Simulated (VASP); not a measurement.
# HoO3 in VASP: notebook

Runs on HoO3. Level: PBE. Tasks: single point.

Program: VASP 6.6.1. These are calculated values, not measurements. Logs are shortened: lines on timing, memory, paths and dates and some standing lists are left out, and cuts for length are marked.

## Step 1: The cell of the first run

The typed cell holds 4 atoms: a = 4.401 Å, b = 4.401 Å, c = 4.402 Å, α = 90.00°, β = 90.00°, γ = 90.00°.

The cell was built from a structure type or drawn by symmetry, and may not be a known phase.

## Step 2: Single point, PBE

Contents of INCAR:

```
PREC = Accurate
ENCUT = 600
EDIFF = 1E-6
ISMEAR = 0
SIGMA = 0.1
LREAL = F
LASPH = T
NELM = 200
ALGO = Normal
ISIF = 2
LWAVE = F
LCHARG = T
GGA = PE
LELF = T
LVHAR = T
NBANDS = 22
GGA_COMPAT = F
LMAXMIX = 6
```

Contents of KPOINTS:

```
Automatic mesh
0
Gamma
  4 4 4
```

Contents of POSCAR:

```
HoO3
1.0
    4.4011111137      0.0000000000      0.0000000000
    0.0000000000      4.4011111137      0.0000000000
    0.0000000000      0.0000000000      4.4022906678
Ho O
1 3
Direct
    0.5000000000      0.5000000000      0.5000000000
    0.5000000000      0.5000000000      0.0000000000
    0.0000000000      0.5000000000      0.5000000000
    0.5000000000      0.0000000000      0.5000000000
```

Potentials or basis: VASP PAW PBE potentials, release 64 (Ho_3, O), 4f in core.

Started as:

```sh
$ cat potpaw_PBE.64/Ho_3/POTCAR potpaw_PBE.64/O/POTCAR > POTCAR
$ mpirun -np 1 vasp_std > vasp.out
```

OUTCAR:

```text
PREC = Accurate
   ENCUT = 600
   EDIFF = 1E-6
   ISMEAR = 0
   LREAL = F
   LASPH = T
   NELM = 200
   ISIF = 2
   GGA = PE

 ion  position               nearest neighbor table
   1  0.500  0.500  0.500-   3 2.20   4 2.20   4 2.20   3 2.20   2 2.20   2 2.20
   2  0.500  0.500  0.000-   1 2.20   1 2.20
   3  0.000  0.500  0.500-   1 2.20   1 2.20
   4  0.500  0.000  0.500-   1 2.20   1 2.20

  LATTYP: Found a simple tetragonal cell.
 ALAT       =     4.4011111137
 C/A-ratio  =     1.0002680128

  Lattice vectors:

 A1 = (   4.4011111137,   0.0000000000,   0.0000000000)
 A2 = (   0.0000000000,   4.4011111137,   0.0000000000)
 A3 = (   0.0000000000,   0.0000000000,   4.4022906678)

Analysis of symmetry for initial positions (statically):
=====================================================================
 Subroutine PRICEL returns:
 Original cell was already a primitive cell.

 Routine SETGRP: Setting up the symmetry group for a
 simple tetragonal supercell.

 Subroutine GETGRP returns: Found 16 space group operations
 (whereof 16 operations were pure point group operations)
 out of a pool of 16 trial point group operations.

The static configuration has the point symmetry D_4h.

Analysis of symmetry for dynamics (positions and initial velocities):
=====================================================================
 Subroutine PRICEL returns:
 Original cell was already a primitive cell.

 Routine SETGRP: Setting up the symmetry group for a
 simple tetragonal supercell.

 Subroutine GETGRP returns: Found 16 space group operations
 (whereof 16 operations were pure point group operations)
 out of a pool of 16 trial point group operations.

The dynamic configuration has the point symmetry D_4h.

 Subroutine INISYM returns: Found 16 space group operations
 (whereof 16 operations are pure point group operations),
 and found     1 'primitive' translations

----------------------------------------------------------------------------------------

                                     Primitive cell

  volume of cell :      85.2714

  direct lattice vectors                    reciprocal lattice vectors
     4.401111114  0.000000000  0.000000000     0.227215350  0.000000000  0.000000000
     0.000000000  4.401111114  0.000000000     0.000000000  0.227215350  0.000000000
     0.000000000  0.000000000  4.402290668     0.000000000  0.000000000  0.227154469

  length of vectors
     4.401111114  4.401111114  4.402290668     0.227215350  0.227215350  0.227154469

  position of ions in fractional coordinates (direct lattice)
     0.500000000  0.500000000  0.500000000
     0.500000000  0.500000000  0.000000000
     0.000000000  0.500000000  0.500000000
     0.500000000  0.000000000  0.500000000

  ion indices of the primitive-cell ions
   primitive index   ion index
                 1           1
                 2           2
                 3           3
                 4           4

----------------------------------------------------------------------------------------

 KPOINTS: Automatic mesh

Automatic generation of k-mesh.
 Grid dimensions read from file:
 generate k-points for:    4    4    4

 Generating k-lattice:

  Cartesian coordinates                     Fractional coordinates (reciprocal lattice)
     0.056803837  0.000000000  0.000000000     0.250000000  0.000000000  0.000000000
     0.000000000  0.056803837  0.000000000     0.000000000  0.250000000  0.000000000
     0.000000000  0.000000000  0.056788617     0.000000000  0.000000000  0.250000000

  Length of vectors
     0.056803837  0.056803837  0.056788617

  Shift w.r.t. Gamma in fractional coordinates (k-lattice)
     0.000000000  0.000000000  0.000000000

 Subroutine IBZKPT returns following result:
 ===========================================

 Found     18 irreducible k-points:

 Following reciprocal coordinates:
            Coordinates               Weight
  0.000000  0.000000  0.000000      1.000000
  0.250000  0.000000  0.000000      4.000000
  0.500000  0.000000  0.000000      2.000000
  0.250000  0.250000  0.000000      4.000000
  0.500000  0.250000  0.000000      4.000000
  0.500000  0.500000  0.000000      1.000000
[... 10 lines left out ...]
  0.500000  0.250000  0.500000      4.000000
  0.500000  0.500000  0.500000      1.000000
   k-points           NKPTS =     18   k-points in BZ     NKDIM =     18   number of bands    NBANDS=     22
   number of dos      NEDOS =    301   number of ions     NIONS =      4
   total plane-waves  NPLWV =  46656
   dimension x,y,z NGX =    36 NGY =   36 NGZ =   36
   dimension x,y,z NGXF=    72 NGYF=   72 NGZF=   72
   ions per type =               1   3
   NGX,Y,Z   is equivalent  to a cutoff of  13.60, 13.60, 13.59 a.u.
   NGXF,Y,Z  is equivalent  to a cutoff of  27.20, 27.20, 27.19 a.u.
 SYSTEM =  unknown system
   PREC   = accura    normal or accurate (medium, high low for compatibility)
   ISTART =      0    job   : 0-new  1-cont  2-samecut
   ICHARG =      2    charge: 1-file 2-atom 10-const
   ISPIN  =      1    spin polarized calculation?
   LNONCOLLINEAR =      F non collinear calculations
   LSORBIT =      F    spin-orbit coupling
   LASPH  =      T    aspherical Exc in radial PAW
   ENCUT  =  600.0 eV  44.10 Ry    6.64 a.u.   8.79  8.79  8.79*2*pi/ulx,y,z
   NELM   =    200;   NELMIN=  2; NELMDL= -5     # of ELM steps
   EDIFF  = 0.1E-05   stopping-criterion for ELM
   LREAL  =      F    real-space projection
   EDIFFG = 0.1E-04   stopping-criterion for IOM
   NSW    =      0    number of steps for IOM
   IBRION =     -1    ionic relax: 0-MD 1-quasi-New 2-CG
   NFREE  =      0    steps in history (QN), initial steepest desc. (CG)
   ISIF   =      2    stress and relaxation
   ISYM   =      2    0-nonsym 1-usesym 2-fastsym
   POTIM  = 0.5000    time-step for ionic-motion
   TEBEG  =    0.0;   TEEND  =   0.0 temperature during run
   PSTRESS=    0.0 pullay stress
   NELECT =      27.0000    total number of electrons
   NUPDOWN=      -1.0000    fix difference up-down
   EMIN   =  10.00;   EMAX   =-10.00  energy-range for DOS
   EFERMI =   0.00;   METHOD = LEGACY
   ISMEAR =     0;   SIGMA  =   0.10  broadening in eV -4-tet -1-fermi 0-gaus
   EFERMI_NEDOS =   21; number of points for ismear=-14 and -15
   IALGO  =     38    algorithm
   IMIX   =      4    mixing-type and parameters
     AMIX     =   0.40;   BMIX     =  1.00
     AMIX_MAG =   1.60;   BMIX_MAG =  1.00
  volume/ion in A,a.u.               =      21.32       143.86
  Fermi-wavevector in a.u.,A,eV,Ry     =   1.115822  2.108598 16.940056  1.245059
  Thomas-Fermi vector in A             =   2.252430
   LORBIT       =      0    0 simple, 1 ext, 2 COOP (PROOUT), +10 PAW based schemes
   GGA     = PE    functional components
   LHFCALC =     F    Hartree Fock is set to
   AEXX    =    0.0000 exact exchange contribution
   IVDW    =     0    specifies the selected vdW correction
   LEPSILON=     F    determine dielectric tensor
   LRPA    =     F    only Hartree local field effects (RPA)
 non-spin polarized calculation
 Gauss-broadening in eV      SIGMA  =   0.10
  energy-cutoff  :      600.00
  volume of cell :       85.27
 maximum number of plane-waves:      2897
 NGX is ok and might be reduce to    36
   NGX = 17   NGY = 17   NGZ = 17

 number of electron      26.9999977 magnetization

 Free energy of the ion-electron system (eV)
  ---------------------------------------------------
  ext. energy  EPLUGINS =         0.00000000
  ---------------------------------------------------
  free energy    TOTEN  =       -23.49237511 eV

  energy without entropy =      -23.40302409  energy(sigma->0) =      -23.44769960

 E-fermi :  -3.2140     XC(G=0):  -7.6688

 val. band max:       -3.2177996408   @ k =   0.2500   0.0000   0.2500
 cond. band min:      -3.1799615310   @ k =   0.5000   0.2500   0.2500
 fundamental gap:      0.0378381098
 Fermi energy:        -3.2139522489

 k-point     1 :       0.0000    0.0000    0.0000
  band No.  band energies     occupation
      1     -23.2702      2.00000
      2     -23.2702      2.00000
      3     -23.2694      2.00000
      4     -19.0253      2.00000
      5     -18.7543      2.00000
      6     -18.7530      2.00000
[... 14 lines left out ...]
     21       7.2901      0.00000
     22      10.5283      0.00000

 k-point     2 :       0.2500    0.0000    0.0000
  band No.  band energies     occupation
      1     -23.5504      2.00000
      2     -23.2669      2.00000
      3     -23.2661      2.00000
      4     -18.9426      2.00000
      5     -18.7506      2.00000
      6     -18.2171      2.00000
[... 14 lines left out ...]
     21       7.6096      0.00000
     22       9.4341      0.00000

 k-point     3 :       0.5000    0.0000    0.0000
  band No.  band energies     occupation
      1     -23.7862      2.00000
      2     -23.2636      2.00000
      3     -23.2628      2.00000
      4     -18.9275      2.00000
      5     -18.7479      2.00000
      6     -17.6157      2.00000
[... 14 lines left out ...]
     21       7.4968      0.00000
     22      10.0540      0.00000

 k-point     4 :       0.2500    0.2500    0.0000
  band No.  band energies     occupation
      1     -23.5489      2.00000
      2     -23.5448      2.00000
      3     -23.2628      2.00000
      4     -18.8509      2.00000
      5     -18.2581      2.00000
      6     -18.1799      2.00000
[... 14 lines left out ...]
     21       8.2455      0.00000
     22       9.4569      0.00000

 k-point     5 :       0.5000    0.2500    0.0000
  band No.  band energies     occupation
      1     -23.7824      2.00000
      2     -23.5433      2.00000
      3     -23.2595      2.00000
      4     -18.8403      2.00000
      5     -18.2169      2.00000
      6     -17.6134      2.00000
[... 14 lines left out ...]
     21       8.1845      0.00000
     22      10.0943      0.00000

 k-point     6 :       0.5000    0.5000    0.0000
  band No.  band energies     occupation
      1     -23.7787      2.00000
      2     -23.7787      2.00000
      3     -23.2562      2.00000
      4     -18.8307      2.00000
      5     -17.6111      2.00000
      6     -17.6111      2.00000
[... 14 lines left out ...]
     21       7.8460      0.00000
     22       8.1620      0.00000

 k-point     7 :       0.0000    0.0000    0.2500
  band No.  band energies     occupation
      1     -23.5488      2.00000
      2     -23.2669      2.00000
      3     -23.2669      2.00000
      4     -18.9436      2.00000
      5     -18.7516      2.00000
      6     -18.2168      2.00000
[... 174 lines left out ...]
      6     -17.6147      2.00000
[... 14 lines left out ...]
     21       8.1869      0.00000
     22      10.0940      0.00000

 k-point    15 :       0.5000    0.0000    0.5000
  band No.  band energies     occupation
      1     -23.7787      2.00000
      2     -23.7764      2.00000
      3     -23.2571      2.00000
      4     -18.8328      2.00000
      5     -17.6123      2.00000
      6     -17.6111      2.00000
[... 14 lines left out ...]
     21       7.8454      0.00000
     22       8.1615      0.00000

 k-point    16 :       0.2500    0.2500    0.5000
  band No.  band energies     occupation
      1     -23.7764      2.00000
      2     -23.5417      2.00000
      3     -23.5377      2.00000
      4     -18.2668      2.00000
      5     -18.1750      2.00000
      6     -17.6124      2.00000
[... 14 lines left out ...]
     21       9.2619      0.00000
     22       9.3933      0.00000

 k-point    17 :       0.5000    0.2500    0.5000
  band No.  band energies     occupation
      1     -23.7749      2.00000
      2     -23.7726      2.00000
      3     -23.5362      2.00000
      4     -18.2183      2.00000
      5     -17.6101      2.00000
      6     -17.6089      2.00000
[... 14 lines left out ...]
     21       8.4015      0.00000
     22       9.1435      0.00000

 k-point    18 :       0.5000    0.5000    0.5000
  band No.  band energies     occupation
      1     -23.7712      2.00000
      2     -23.7712      2.00000
      3     -23.7689      2.00000
      4     -17.6079      2.00000
      5     -17.6066      2.00000
      6     -17.6066      2.00000
[... 14 lines left out ...]
     21      10.0387      0.00000
     22      10.0405      0.00000

------------------------ aborting loop because EDIFF is reached ----------------------------------------

  FORCE on cell =-STRESS in cart. coord.  units (eV):
  Direction    XX          YY          ZZ          XY          YZ          ZX
  --------------------------------------------------------------------------------------
  -------------------------------------------------------------------------------------
  Total        0.4361134      0.4361134      0.3617212      0.0000000      0.0000000      0.0000000
  in kB        8.1942011      8.1942011      6.7964344      0.0000000      0.0000000      0.0000000
  external PRESSURE =       7.7282789 kB  Pullay stress =       0.0000000 kB

 VOLUME and BASIS-vectors are now :
 -----------------------------------------------------------------------------
  energy-cutoff  :      600.00
  volume of cell :       85.27
      direct lattice vectors                 reciprocal lattice vectors
     4.401111114  0.000000000  0.000000000     0.227215350  0.000000000  0.000000000
     0.000000000  4.401111114  0.000000000     0.000000000  0.227215350  0.000000000
     0.000000000  0.000000000  4.402290668     0.000000000  0.000000000  0.227154469

 POSITION                                       TOTAL-FORCE (eV/Angst)
 -----------------------------------------------------------------------------------
      2.20056      2.20056      2.20115         0.000000      0.000000      0.000000
      2.20056      2.20056      0.00000         0.000000      0.000000      0.000000
      0.00000      2.20056      2.20115         0.000000      0.000000      0.000000
      2.20056      0.00000      2.20115         0.000000      0.000000      0.000000
 -----------------------------------------------------------------------------------
    total drift:                                0.000000      0.000000      0.000000

  FREE ENERGIE OF THE ION-ELECTRON SYSTEM (eV)
  ---------------------------------------------------
  free  energy   TOTEN  =       -23.4923751141 eV

  energy  without entropy=      -23.4030240886  energy(sigma->0) =      -23.44769960
```

Run time: 22 s. Hardware: 1 thread of Intel Xeon 6975P-C (Granite Rapids), shared host; peak memory 0.22 GiB.

What came out:

- Free energy: -23.4924 eV
- Pressure: 0.8 GPa
- Band gap on the k mesh: zero (an odd number of electrons rules out a gap without spin polarisation)

Levels at points of the mesh, in eV from the Fermi level:
| k point | band 11 | band 12 | band 13 | band 14 | band 15 | band 16 |
| --- | --- | --- | --- | --- | --- | --- |
| (0.00, 0.00, 0.00) | -0.22 | -0.22 | 0.08 | 0.08 | 0.08 | 6.69 |
| (0.50, 0.00, 0.00) | -0.51 | -0.51 | -0.34 | 0.04 | 0.04 | 7.32 |
| (0.50, 0.50, 0.00) | -0.76 | -0.52 | -0.52 | -0.11 | 0.33 | 8.63 |
| (0.00, 0.00, 0.50) | -0.51 | -0.51 | -0.34 | 0.04 | 0.04 | 7.32 |
| (0.50, 0.00, 0.50) | -0.76 | -0.52 | -0.52 | -0.11 | 0.33 | 8.63 |
| (0.50, 0.50, 0.50) | -1.82 | -1.82 | 0.33 | 0.33 | 0.33 | 9.67 |

Caveat: spin-orbit coupling is left out, which moves the levels of the heavy elements; the 4f electrons are frozen in the core, so they carry no moment and show no levels; an odd number of electrons without spin polarisation forces a metal; a magnetic or distorted state may lie lower; the run has no spin polarisation, though such a crystal can be magnetic.

(Continued in part 2 of 2.)
